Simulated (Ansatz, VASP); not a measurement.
## One calculation of Bi2Te3, two programs

```
Bi Te
1.0
     2.17107    1.25347   10.16567
    -2.17107    1.25347   10.16567
     0.00000   -2.50694   10.16567
Bi Te
2 3
Direct
  0.40000 0.40000 0.40000
  0.60000 0.60000 0.60000
  0.00000 0.00000 0.00000
  0.20950 0.20950 0.20950
  0.79050 0.79050 0.79050
```

Change from the starting cell: equal xx and yy strain of -1 %, crystal datasets.

Alike in both runs: task electric field gradients; functional PBEsol; k mesh 7 × 7 × 7; occupations fermi-dirac, width 0.08 eV; no spin polarisation.

|  | VASP | Ansatz |
| --- | --- | --- |
| version | VASP 6.6.1 | Ansatz 0.2.0 |
| potentials or method | VASP PAW PBE potentials, release 64 (Bi_d, Te), cutoff 520 eV | all-electron PAW with datasets made for the crystal, scalar-relativistic |

Ansatz gave:

```
pressure (GPa)                                                : 0.5
traceless stress, the component that is largest in VASP (GPa) : -0.38
rms of the force components (eV/Å)                            : 0.004
size of Vzz on the site where it differs most (V/Å²)          : 106.8
```

Problem. Which values does VASP return?

Solution. Pressure (GPa): 0.5; traceless stress, the component that is largest in VASP (GPa): -0.38; rms of the force components (eV/Å): 0.006; size of Vzz on the site where it differs most (V/Å²): 101.5.

VASP's potentials were made for PBE, not for PBEsol. Atom by atom the forces differ by 0.007 eV/Å (rms over components). Ansatz ran all-electron here, and VASP with PAW potentials.

Spin-orbit coupling is off throughout.
